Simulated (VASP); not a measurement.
Si2Mo, 3 atoms in the cell. It takes space group I4/mmm (No. 139, tetragonal). Conventional cell: a = 3.217 Å, b = 3.217 Å, c = 7.873 Å, α = 90.00°, β = 90.00°, γ = 90.00°. Within 3.4 Å of Si (site symmetry 4mm) lie 9 Si at 2.60 to 3.22 Å and 5 Mo at 2.62 to 2.64 Å. Within 3.5 Å of Mo (site symmetry 4/mmm) lie 10 Si at 2.62 to 2.64 Å and 4 Mo at 3.22 Å. 

| Item | Value |
| --- | --- |
| Program | VASP 6.6.1 |
| Task | single point |
| Functional | r2SCAN |
| Potentials or basis | VASP PAW PBE potentials, release 64 (Si, Mo_sv) |
| Cutoff | 520 eV |
| k mesh | 18 × 18 × 18 |
| Occupations | gaussian, width 0.1 eV |
| Spin | no spin polarisation |
| Dipole correction | no |
| Further INCAR settings | ALGO = Normal; EDIFF = 1e-06 |

Potentials or basis: VASP PAW PBE potentials, release 64 (Si, Mo_sv).

Command:

```bash
$ cat potpaw_PBE.64/Si/POTCAR potpaw_PBE.64/Mo_sv/POTCAR > POTCAR
$ cp INCAR.step1 INCAR
$ mpirun -np 1 vasp_std > vasp.out
$ cp INCAR.step2 INCAR
$ mpirun -np 1 vasp_std > vasp.out
```

Hardware: 1 thread of Intel(R) Xeon(R) Platinum 8259CL CPU @ 2.50GHz (Skylake/Cascade Lake), on a shared host.

Estimate the wall time of this run.

Run time: 21 min on 1 thread of Intel(R) Xeon(R) Platinum 8259CL CPU @ 2.50GHz (Skylake/Cascade Lake), with other jobs on the host, peak memory 0.45 GiB. Counts: k points 480.
